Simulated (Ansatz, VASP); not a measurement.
**NaCl in VASP and in Ansatz**

```
Na Cl
1.0
     0.00000    2.80273    2.80273
     2.80273    0.00000    2.80273
     2.80273    2.80273    0.00000
Na Cl
1 1
Cartesian
  0.0000 0.0000 0.0000
  2.8027 2.8027 2.8027
```

Alike in both runs: task single point; functional r2SCAN; k mesh 6 × 6 × 6; no spin polarisation.

|  | VASP | Ansatz |
| --- | --- | --- |
| version | VASP 6.6.1 | Ansatz 0.2.0 |
| potentials or method | VASP PAW PBE potentials, release 64 (Na_pv, Cl) | plane waves |
| plane-wave cutoff (eV) | 520 | 500 |
| occupations | methfessel-paxton of order 1, width 0.001 eV | cold, width 0.001 eV |
| valence electrons in the cell | 14 | 16 |

```csv
,VASP,Ansatz,Ansatz less VASP
gap on the k mesh at the Fermi level (eV),6.00,5.98,-0.023
pressure (GPa),-0.1,0.0,+0.19
```

VASP's potentials were made for PBE, not for r2SCAN. VASP's potentials hold 14 valence electrons a cell and Ansatz's 16, so a difference there can come from the potentials and not from the codes.
